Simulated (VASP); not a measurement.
## TiO2: single point with PBEsol

**Experimental background.**

“Shallow Valence Band of Rutile GeO2 and P-type Doping”, 2020, arxiv:2011.08928 quotes, for a bulk crystal of TiO2 at 1.6 K: band gap 3.03 eV (direct).

TiO2:

```
CELL_PARAMETERS angstrom
4.59126 0.00000 0.00000
0.00000 4.59126 0.00000
0.00000 0.00000 2.93899
ATOMIC_POSITIONS crystal
Ti 0.00000 0.00000 0.00000
Ti 0.50000 0.50000 0.50000
O 0.30444 0.30444 0.00000
O 0.19556 0.80444 0.50000
O 0.69556 0.69556 0.00000
O 0.80444 0.19556 0.50000
```

```yaml
Program: VASP 6.6.1
Task: single point
Functional: PBEsol
Potentials_or_basis: VASP PAW PBE potentials, release 64 (Ti_sv, O)
Cutoff: 520 eV
k_mesh: 6 × 6 × 8
Occupations: gaussian, width 0.01 eV
Spin: no spin polarisation
Dipole_correction: no
Further_INCAR_settings: ALGO = Normal; EDIFF = 1e-06; NBANDS = 33
```

```yaml
Pressure: 0.7 GPa
Largest_force: 0.025 eV/Å
Band_gap_on_the_k_mesh: 1.84 eV
```

Forces on the atoms (eV/Å):
```
Ti   0.000  0.000  0.000
Ti   0.000  0.000  0.000
O   -0.018 -0.018  0.000
O    0.018 -0.018  0.000
O    0.018  0.018  0.000
O   -0.018  0.018  0.000
```

Stress tensor (GPa, compression positive):
```
0.60 0.00 0.00
0.00 0.60 0.00
0.00 0.00 0.90
```

Levels at points of the mesh, in eV from the valence-band top:
| k point | band 20 | band 21 | band 22 | band 23 | band 24 | band 25 | band 26 | band 27 | band 28 | band 29 |
| --- | --- | --- | --- | --- | --- | --- | --- | --- | --- | --- |
| (0.00, 0.00, 0.00) | -1.97 | -0.68 | -0.46 | -0.46 | 0.00 | 1.84 | 2.12 | 2.42 | 2.51 | 2.51 |
| (0.50, 0.00, 0.00) | -3.10 | -1.63 | -1.63 | -0.76 | -0.76 | 2.53 | 2.53 | 3.05 | 3.05 | 3.61 |
| (0.50, 0.50, 0.00) | -2.25 | -1.29 | -1.29 | -1.08 | -1.08 | 1.88 | 1.88 | 2.54 | 2.54 | 3.89 |
| (0.00, 0.00, 0.50) | -2.81 | -2.43 | -2.43 | -1.45 | -1.45 | 2.99 | 2.99 | 3.24 | 3.24 | 3.70 |
| (0.50, 0.00, 0.50) | -2.41 | -2.08 | -2.08 | -1.06 | -1.06 | 1.88 | 1.88 | 3.26 | 3.26 | 3.95 |
| (0.50, 0.50, 0.50) | -2.78 | -1.31 | -1.31 | -0.68 | -0.68 | 2.60 | 2.60 | 3.22 | 3.22 | 3.28 |

Wall time 34 s on 1 thread of Intel(R) Xeon(R) 6975P-C (Granite Rapids), with other jobs on the host, peak memory 0.22 GiB.

Against the measured gap of TiO2, 3.03 eV (direct; 1.6 K; quoted in “Shallow Valence Band of Rutile GeO2 and P-type Doping”, 2020, arxiv:2011.08928), the calculated 1.84 eV is off by -1.19 eV. 2 values of this kind are on record in papers (3.03 to 3.05 eV); this one was drawn at random among those near their median. The value is that of PBEsol on a finite k mesh, which can miss the band edges, without temperature or zero-point motion. Semilocal functionals fall short of measured gaps as a rule.

Caveat: the PAW data sets were made with another functional, which shifts forces and pressure a little.
